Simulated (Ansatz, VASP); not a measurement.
# One calculation of CdO, two programs

```
Cd O
1.0
     0.00000   -2.34529   -2.34529
     2.34529    0.00000   -2.34529
     2.34529   -2.34529    0.00000
Cd O
1 1
Direct
  0.00000 0.00000 0.00000
  0.50000 0.50000 0.50000
```

Alike in both runs: functional PBEsol; k mesh 16 × 16 × 16; occupations gaussian, width 0.1 eV; no spin polarisation.

Ansatz relaxed the structure, and its values are those at the end. VASP's run is a single point on that final structure, the one shown.

```csv
,VASP,Ansatz
version,VASP 6.6.1,Ansatz 0.2.0
potentials or method,"VASP PAW PBE potentials, release 64 (Cd, O), cutoff 600 eV","scalar-relativistic, plane waves, PAW"
valence electrons in the cell,18,26
```

Ansatz gave:

| Quantity | Value |
| --- | --- |
| gap on the k mesh at the Fermi level (eV) | none |
| pressure (GPa) | 0.0 |

Task: Which values does VASP return?

Result: gap on the k mesh at the Fermi level (eV): none; pressure (GPa): 1.4.

VASP's potentials were made for PBE, not for PBEsol. A gap of «none» marks a metal or a gap that the smearing closes. VASP's potentials hold 18 valence electrons a cell and Ansatz's 26, so a difference there can come from the potentials and not from the codes.
